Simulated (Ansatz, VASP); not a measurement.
## One calculation of LiH, two programs

File INCAR:

```
SYSTEM = LiH
  PREC = Accurate
  ENCUT = 520
  EDIFF = 1E-6
  ISMEAR = -1
  SIGMA = 0.05
  LREAL = .False.
  LASPH = .True.
  NELM = 80
  ALGO = Normal
  ISIF = 2
  LWAVE = .False.
  LCHARG = .False.
  GGA = PE
  NBANDS = 9
```

KPOINTS

```
regular mesh
0
Gamma
  11 11 11
  0 0 0
```

POSCAR

```
LiH
1.0
    0.0000000000      2.0092229770      2.0092229770
    2.0092229770      0.0000000000      2.0092229770
    2.0092229770      2.0092229770      0.0000000000
Li H
1 1
Direct
    0.0000000000      0.0000000000      0.0000000000
    0.5000000000      0.5000000000      0.5000000000
```

Contents of input.yaml:

```yaml
crystal:
  lattice:
    - [0.0, 2.009222977, 2.009222977]
    - [2.009222977, 0.0, 2.009222977]
    - [2.009222977, 2.009222977, 0.0]
  atoms:
    - { symbol: Li, position: [0.0, 0.0, 0.0] }
    - { symbol: H, position: [0.5, 0.5, 0.5] }
kpoints:
  mp_grid: { grid: [11, 11, 11] }
scf:
  occupations: { method: fermi_dirac, width: 0.05 }
hamiltonian:
  xc: pbe
  pseudopotentials: { kind: all_electron, lapw: { basis_error: 0.0005 } }
output:
  forces: true
  stress: true
  eigenvalues: true
```

Change from the starting cell: volume scaled by 0.96.

Alike in both runs: task single point; functional PBE; k mesh 11 × 11 × 11; occupations fermi-dirac, width 0.05 eV; no spin polarisation.

|  | VASP | Ansatz |
| --- | --- | --- |
| version | VASP 6.6.1 | Ansatz 0.2.0 |
| potentials or method | VASP PAW PBE potentials, release 64 (Li_sv, H), cutoff 520 eV | all-electron LAPW, scalar-relativistic |

|  | VASP | Ansatz | Ansatz less VASP |
| --- | --- | --- | --- |
| gap on the k mesh at the Fermi level (eV) | 3.18 | 3.18 | +0.005 |
| least direct gap on the mesh (eV) | 3.18 | 3.18 | +0.005 |

Ansatz ran all-electron here, and VASP with PAW potentials.

Noted on VASP's run: the cutoff is short for stress, so the pressure is rough.
